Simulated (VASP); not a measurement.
SrTiO3, 5 atoms in the cell. It takes space group P4/mmm (No. 123, tetragonal). The conventional cell has a = 3.905 Å, b = 3.905 Å, c = 3.944 Å, α = 90.00°, β = 90.00°, γ = 90.00°. Sr (site symmetry 4/mmm) has 12 O at 2.76 to 2.78 Å and 8 Ti at 3.39 Å within 3.6 Å. Within 2.6 Å of Ti (site symmetry 4/mmm) lie 6 O at 1.95 to 1.97 Å. Within 2.6 Å of O (site symmetry mmm) lie 2 Ti at 1.95 Å. Within 2.6 Å of O (site symmetry 4/mmm) lie 2 Ti at 1.97 Å.  This cell differs from its parent crystal: zz strain of +1 %.

| Item | Value |
| --- | --- |
| Program | VASP 6.6.1 |
| Task | electric field gradients |
| Functional | PBEsol |
| Potentials or basis | VASP PAW PBE potentials, release 64 (Sr_sv, Ti_sv, O) |
| Cutoff | 520 eV |
| k mesh | 7 × 7 × 7 |
| Occupations | fermi-dirac, width 0.05 eV |
| Spin | no spin polarisation |
| Dipole correction | no |
| Further INCAR settings | ALGO = Normal; EDIFF = 1e-08; NBANDS = 28 |

Potentials or basis: VASP PAW PBE potentials, release 64 (Sr_sv, Ti_sv, O).

Launch:

```sh
$ cat potpaw_PBE.64/Sr_sv/POTCAR potpaw_PBE.64/Ti_sv/POTCAR potpaw_PBE.64/O/POTCAR > POTCAR
$ mpirun -np 1 vasp_std > vasp.out
```

Hardware: 1 thread of Intel(R) Xeon(R) Platinum 8488C (Sapphire Rapids), on a shared host.

Q: Estimate the wall time of this run.

A: Run time: 46 s on 1 thread of Intel(R) Xeon(R) Platinum 8488C (Sapphire Rapids) (shared host), peak memory 0.21 GiB. Counts: scf iterations 18, k points 40.
